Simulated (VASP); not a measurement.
A run of VASP 6.6.1 is set up as follows.

Contents of INCAR:

```
SYSTEM = SiO2
PREC = Accurate ; ENCUT = 520
EDIFF = 1E-6 ; ISMEAR = 0
SIGMA = 0.05 ; LREAL = .FALSE.
LASPH = .TRUE. ; NELM = 100
ALGO = Normal ; ISIF = 2
LWAVE = .FALSE. ; LCHARG = .FALSE.
GGA = CA ; NBANDS = 34
```

The input KPOINTS:

```
Automatic mesh
0
G
  6 6 4
  0 0 0
```

File POSCAR:

```
SiO2
1.0
    5.1898593420      0.0000000000      0.0000000000
   -2.5949296710      4.4945500322      0.0000000000
    0.0000000000      0.0000000000      5.6906006435
Si O
3 6
Direct
    0.0000000000      0.5000000000      0.3333333333
    0.5000000000      0.5000000000      0.6666666667
    0.5000000000      0.0000000000      0.0000000000
    0.5843949021      0.7921974511      0.8333333333
    0.7921974511      0.5843949021      0.5000000000
    0.7921974511      0.2078025489      0.1666666667
    0.4156050979      0.2078025489      0.8333333333
    0.2078025489      0.4156050979      0.5000000000
    0.2078025489      0.7921974511      0.1666666667
```

Potentials or basis: VASP PAW LDA potentials, release 64 (Si, O).

Launch:

```sh
$ cat potpaw_LDA.64/Si/POTCAR potpaw_LDA.64/O/POTCAR > POTCAR
$ mpirun -np 1 vasp_std > vasp.out
```

(1) Estimate the largest force.

(2) What does it give for the pressure?

(3) Estimate the band gap on the k mesh.

Answers

(1) 0.610 eV/Å.

(2) -13.5 GPa.

(3) 4.96 eV, indirect (least direct gap 5.13 eV).

Caveat: the cell differs from its parent crystal (strain +0.030 along x and y, +0.030 along z).
